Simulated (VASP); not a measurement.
Input of a VASP 6.6.1 run:

Contents of INCAR:

```
SYSTEM = HfW
ALGO = Fast
EDIFF = 1E-6
ENCUT = 520
GGA = PE
ISIF = 2
ISMEAR = 0
LASPH = .TRUE.
LCHARG = .FALSE.
LREAL = .FALSE.
LWAVE = .FALSE.
NBANDS = 32
NELM = 100
PREC = Accurate
SIGMA = 0.1
```

KPOINTS

```
k-points
0
G
  12 12 12
  0 0 0
```

POSCAR

```
HfW
1.0
    0.0000000000      3.3255838121      3.3255838121
    3.3255838121      0.0000000000      3.3255838121
    3.3255838121      3.3255838121      0.0000000000
Hf W
2 2
Direct
    0.0000000000      0.0000000000      0.0000000000
    0.2500000000      0.2500000000      0.2500000000
    0.5000000000      0.5000000000      0.5000000000
    0.7500000000      0.7500000000      0.7500000000
```

Potentials or basis: VASP PAW PBE potentials, release 64 (Hf_pv, W_sv).

Launch:

```sh
$ cat potpaw_PBE.64/Hf_pv/POTCAR potpaw_PBE.64/W_sv/POTCAR > POTCAR
$ mpirun -np 1 vasp_std > vasp.out
```

Task: What does it give for the pressure?

Result: -0.4 GPa.

Task: Estimate the band gap on the k mesh.

Result: Zero (bands 24 and 25 overlap by 1.60 eV).

Caveat: spin-orbit coupling is left out, which moves the levels of the heavy elements.
